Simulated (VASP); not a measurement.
Set up this calculation in VASP 6.6.1, as the native input.

```yaml
Task: single point
Functional: PBE
Potentials_or_basis: VASP PAW PBE potentials, release 64 (Pb_d, S, H_h)
Cutoff: 910 eV
k_mesh: 1 × 1 × 1
Occupations: gaussian, width 0.01 eV
Spin: no spin polarisation
Dipole_correction: no
Further_INCAR_settings: ALGO = Normal; EDIFF = 1e-06; NBANDS = 31; NELMDL = -8
```

The structure of PbS4H4 lies in POSCAR:

```
H4PbS4
1.0
   13.7700000000      0.0000000000      0.0000000000
    0.0000000000     13.9300000000      0.0000000000
    0.0000000000      0.0000000000     13.8300000000
Pb S H
1 4 4
Direct
    0.4745315900      0.4945362500      0.4812769300
    0.4625497500      0.3716862900      0.6175235000
    0.4873253400      0.3974443600      0.3253796100
    0.6226361700      0.6045592200      0.4839739700
    0.3267973900      0.6035944000      0.4990853200
    0.4143195400      0.4357552000      0.6746645000
    0.4375199700      0.3230437900      0.3662313800
    0.6732127800      0.5423007900      0.4268662300
    0.3744923700      0.6767788900      0.4537722300
```

The input as run:

INCAR

```
SYSTEM = H4PbS4
PREC = Accurate ; ENCUT = 910
EDIFF = 1E-6 ; ISMEAR = 0
SIGMA = 0.01 ; LREAL = .FALSE.
LASPH = .TRUE. ; NELM = 120
ALGO = Normal ; ISIF = 2
LWAVE = .FALSE. ; LCHARG = .FALSE.
GGA = PE ; NBANDS = 31
GGA_COMPAT = .FALSE. ; NELMDL = -8
```

KPOINTS

```
regular mesh
0
G
  1 1 1
  0 0 0
```

Potentials or basis: VASP PAW PBE potentials, release 64 (Pb_d, S, H_h).

Launch:

```console
$ cat potpaw_PBE.64/Pb_d/POTCAR potpaw_PBE.64/S/POTCAR potpaw_PBE.64/H_h/POTCAR > POTCAR
$ mpirun -np 1 vasp_gam > vasp.out
```

It gave:

The largest force is 0.381 eV/Å and the gap between the frontier levels is 1.99 eV.

Caveat: spin-orbit coupling is left out, which moves the levels of the heavy elements.

Run time: 13 min on 1 thread of Intel(R) Xeon(R) Platinum 8259CL CPU @ 2.50GHz (Skylake/Cascade Lake), on a shared host, peak memory 4.2 GiB.
